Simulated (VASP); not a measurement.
# TiSi16 (a cell with a defect) in VASP: single point with PBEsol

Aim: the single point of TiSi16 (a cell with a defect) with PBEsol.

Program: VASP 6.6.1. These are calculated values, not measurements. Logs are shortened: lines on timing, memory, paths and dates and some standing lists are left out, and cuts for length are marked.

**1. The cell of the first run**

The cell holds a defect, 17 atoms: a = 7.679 Å, b = 7.679 Å, c = 7.679 Å, α = 60.00°, β = 60.00°, γ = 60.00°.

**2. Single point, PBEsol**

File INCAR:

```
SYSTEM = TiSi16
PREC = Accurate ; ENCUT = 520
EDIFF = 1E-6 ; ISMEAR = 0
SIGMA = 0.05 ; LREAL = Auto
LASPH = .True. ; NELM = 80
ALGO = Normal ; ISIF = 2
LWAVE = .False. ; LCHARG = .True.
GGA = PS ; LELF = .True.
LVHAR = .True. ; NBANDS = 52
```

File KPOINTS:

```
regular mesh
0
Gamma
  2 2 2
  0 0 0
```

File POSCAR:

```
TiSi16
1.0
    0.0000000000      5.4300000000      5.4300000000
    5.4300000000      0.0000000000      5.4300000000
    5.4300000000      5.4300000000      0.0000000000
Si Ti
16 1
Direct
    0.0000258748     -0.0009711786     -0.0130124309
    0.1444204420      0.1434191529      0.0690303867
    0.0189591160      0.0179504604      0.4454412523
    0.1142127993      0.1132133517      0.6153989871
    0.0000424494      0.5142566298     -0.0130590239
    0.1110052486      0.6252293738      0.1388037753
   -0.0322056169      0.5110413444      0.5103888582
    0.1142348987      0.6574654696      0.6153442910
    0.5152617864     -0.0009485267     -0.0130792818
    0.6262248619      0.1100237569      0.1387834254
    0.5120360958     -0.0331878453      0.5103666667
    0.6584692449      0.1132447514      0.6153215470
    0.4818471455      0.4808620626      0.0566939227
    0.6262417127      0.6252527624      0.1387352670
    0.5120578269      0.5110727440      0.5103125230
    0.6073048803      0.6063269797      0.6802848066
    0.3131345304      0.3121428177      0.5628511050
```

Potentials or basis: VASP PAW PBE potentials, release 64 (Si, Ti_sv).

The run is started by

```console
> cat potpaw_PBE.64/Si/POTCAR potpaw_PBE.64/Ti_sv/POTCAR > POTCAR
> mpirun -np 1 vasp_std > vasp.out
```

OUTCAR:

```text
SYSTEM = TiSi16
   PREC = Accurate
   ENCUT = 520
   EDIFF = 1E-6
   ISMEAR = 0
   LREAL = Auto
   LASPH = .True.
   NELM = 80
   ISIF = 2
   GGA = PS

 ion  position               nearest neighbor table
   1  0.000  0.999  0.987-   4 2.33   2 2.34  10 2.35   6 2.35
   2  0.144  0.143  0.069-   1 2.34   5 2.34   9 2.34   3 2.36
   3  0.019  0.018  0.445-   4 2.28   8 2.28  12 2.28   2 2.36
   4  0.114  0.113  0.615-   3 2.28   1 2.33  17 2.44  11 2.50   7 2.50
   5  0.000  0.514  0.987-   8 2.33   2 2.34  14 2.35   6 2.35
   6  0.111  0.625  0.139-   7 2.33  13 2.34   1 2.35   5 2.35
   7  0.968  0.511  0.510-  16 2.28   6 2.33  17 2.44   8 2.50   4 2.50
   8  0.114  0.657  0.615-   3 2.28   5 2.33  17 2.44  15 2.50   7 2.50
   9  0.515  0.999  0.987-  12 2.33   2 2.34  14 2.35  10 2.35
  10  0.626  0.110  0.139-  11 2.33  13 2.34   1 2.35   9 2.35
  11  0.512  0.967  0.510-  16 2.28  10 2.33  17 2.44   4 2.50  12 2.50
  12  0.658  0.113  0.615-   3 2.28   9 2.33  17 2.44  11 2.50  15 2.50
  13  0.482  0.481  0.057-  14 2.34  10 2.34   6 2.34  16 2.36
  14  0.626  0.625  0.139-  15 2.33  13 2.34   9 2.35   5 2.35
  15  0.512  0.511  0.510-  16 2.28  14 2.33  17 2.44   8 2.50  12 2.50
  16  0.607  0.606  0.680-  15 2.28  11 2.28   7 2.28  13 2.36
  17  0.313  0.312  0.563-   8 2.44  12 2.44   7 2.44  11 2.44   4 2.44  15 2.44

  LATTYP: Found a face centered cubic cell.
 ALAT       =    10.8600000000

  Lattice vectors:

 A1 = (   0.0000000000,   5.4300000000,   5.4300000000)
 A2 = (   5.4300000000,   0.0000000000,   5.4300000000)
 A3 = (   5.4300000000,   5.4300000000,   0.0000000000)

Analysis of symmetry for initial positions (statically):
=====================================================================
 Subroutine PRICEL returns:
 Original cell was already a primitive cell.

 Routine SETGRP: Setting up the symmetry group for a
 face centered cubic supercell.

 Subroutine GETGRP returns: Found  1 space group operations
 (whereof  1 operations were pure point group operations)
 out of a pool of 48 trial point group operations.

The static configuration has the point symmetry C_1 .

Analysis of symmetry for dynamics (positions and initial velocities):
=====================================================================
 Subroutine PRICEL returns:
 Original cell was already a primitive cell.

 Routine SETGRP: Setting up the symmetry group for a
 face centered cubic supercell.

 Subroutine GETGRP returns: Found  1 space group operations
 (whereof  1 operations were pure point group operations)
 out of a pool of 48 trial point group operations.

[... 120 lines left out ...]
   ISYM   =      2    0-nonsym 1-usesym 2-fastsym
   POTIM  = 0.5000    time-step for ionic-motion
   TEBEG  =    0.0;   TEEND  =   0.0 temperature during run
   PSTRESS=    0.0 pullay stress
   NELECT =      76.0000    total number of electrons
   NUPDOWN=      -1.0000    fix difference up-down
   EMIN   =  10.00;   EMAX   =-10.00  energy-range for DOS
   EFERMI =   0.00;   METHOD = LEGACY
   ISMEAR =     0;   SIGMA  =   0.05  broadening in eV -4-tet -1-fermi 0-gaus
   EFERMI_NEDOS =   21; number of points for ismear=-14 and -15
   IALGO  =     38    algorithm
   IMIX   =      4    mixing-type and parameters
     AMIX     =   0.40;   BMIX     =  1.00
     AMIX_MAG =   1.60;   BMIX_MAG =  1.00
  volume/ion in A,a.u.               =      18.84       127.11
  Fermi-wavevector in a.u.,A,eV,Ry     =   1.013607  1.915439 13.978610  1.027399
  Thomas-Fermi vector in A             =   2.146786
   LORBIT       =      0    0 simple, 1 ext, 2 COOP (PROOUT), +10 PAW based schemes
   GGA     = PS    functional components
   LHFCALC =     F    Hartree Fock is set to
   AEXX    =    0.0000 exact exchange contribution
   IVDW    =     0    specifies the selected vdW correction
   LEPSILON=     F    determine dielectric tensor
   LRPA    =     F    only Hartree local field effects (RPA)
 non-spin polarized calculation
 Gauss-broadening in eV      SIGMA  =   0.05
  energy-cutoff  :      520.00
  volume of cell :      320.21
 maximum number of plane-waves:      8646
 NGX is ok and might be reduce to    60
   NGX = 29   NGY = 29   NGZ = 29

 number of electron      76.0000001 magnetization

 Free energy of the ion-electron system (eV)
  ---------------------------------------------------
  ext. energy  EPLUGINS =         0.00000000
  ---------------------------------------------------
  free energy    TOTEN  =       -96.59149231 eV

  energy without entropy =      -96.56973166  energy(sigma->0) =      -96.58061199

 E-fermi :   6.7855     XC(G=0):  -9.8879

 val. band max:        6.7542598053   @ k =   0.0000   0.0000   0.0000
 cond. band min:       6.7895171159   @ k =   0.5000   0.0000   0.0000
 fundamental gap:      0.0352573106
 Fermi energy:         6.7854973772

 k-point     1 :       0.0000    0.0000    0.0000
  band No.  band energies     occupation
      1     -49.8160      2.00000
      2     -26.3960      2.00000
      3     -26.2295      2.00000
      4     -26.2294      2.00000
      5      -5.7208      2.00000
      6      -3.4854      2.00000
[... 413 lines left out ...]
     49       9.8376      0.00000
     50      10.3696      0.00000
 [bands above 50 left out]

------------------------ aborting loop because EDIFF is reached ----------------------------------------

  FORCE on cell =-STRESS in cart. coord.  units (eV):
  Direction    XX          YY          ZZ          XY          YZ          ZX
  --------------------------------------------------------------------------------------
  -------------------------------------------------------------------------------------
  Total        7.2491959      7.2548254      7.2525859     -2.1311579      2.1328804      2.1267427
  in kB       36.2719525     36.3001200     36.2889145    -10.6634250     10.6720439     10.6413334
  external PRESSURE =      36.2869957 kB  Pullay stress =       0.0000000 kB

 VOLUME and BASIS-vectors are now :
 -----------------------------------------------------------------------------
  energy-cutoff  :      520.00
  volume of cell :      320.21
      direct lattice vectors                 reciprocal lattice vectors
     0.000000000  5.430000000  5.430000000    -0.092081031  0.092081031  0.092081031
     5.430000000  0.000000000  5.430000000     0.092081031 -0.092081031  0.092081031
     5.430000000  5.430000000  0.000000000     0.092081031  0.092081031 -0.092081031

 POSITION                                       TOTAL-FORCE (eV/Angst)
 -----------------------------------------------------------------------------------
     10.78407      5.35948      5.42487         0.000946      0.001204     -0.012689
      1.15360      1.15904      1.56297        -0.010708     -0.010745      0.011085
      2.51622      2.52169      0.20042        -0.006148     -0.005095      0.006082
      3.95636      3.96179      1.23492        -0.004451     -0.003806     -0.001169
      8.15150      5.35932      2.79264         0.013329      0.001193     -0.000799
      4.14870      1.35646      3.99775        -0.001283     -0.013336      0.001665
[... 9 lines left out ...]
      6.98630      6.99161      6.59002         0.005554      0.005197     -0.005791
      4.75122      4.75660      3.39526        -0.002212     -0.006471     -0.002290
 -----------------------------------------------------------------------------------
    total drift:                                0.000011     -0.004804     -0.007378

  FREE ENERGIE OF THE ION-ELECTRON SYSTEM (eV)
  ---------------------------------------------------
  free  energy   TOTEN  =       -96.5914923094 eV

  energy  without entropy=      -96.5697316650  energy(sigma->0) =      -96.58061199
```

It took 3.2 min on 1 thread of AMD EPYC 9R45 (Zen 5), shared host; peak memory 0.47 GiB.

What came out:

- Free energy: -96.5915 eV
- Pressure: 3.6 GPa
- Largest force: 0.021 eV/Å
- Band gap on the k mesh: zero (bands 38 and 39 overlap by 0.22 eV)

Forces in eV/Å, atoms in the order of the input:
```
Si   0.001  0.001 -0.013
Si  -0.011 -0.011  0.011
Si  -0.006 -0.005  0.006
Si  -0.004 -0.004 -0.001
Si   0.013  0.001 -0.001
Si  -0.001 -0.013  0.002
Si   0.004  0.000 -0.004
Si   0.001 -0.004  0.004
Si   0.000  0.013  0.000
Si  -0.013  0.000  0.001
Si   0.000  0.005 -0.005
Si  -0.004  0.001  0.005
Si   0.012  0.012 -0.012
Si  -0.001  0.000  0.013
Si   0.005  0.006  0.001
Si   0.006  0.005 -0.006
Ti  -0.002 -0.006 -0.002
```

Stress tensor (GPa, compression positive):
```
 3.63 -1.07  1.06
-1.07  3.63  1.07
 1.06  1.07  3.63
```

Caveat: the k points lie up to 0.50 Å⁻¹ apart; the PAW data sets were made with another functional, which shifts forces and pressure a little.

The gap in the log of VASP goes by the Fermi energy; the results here count the filled bands.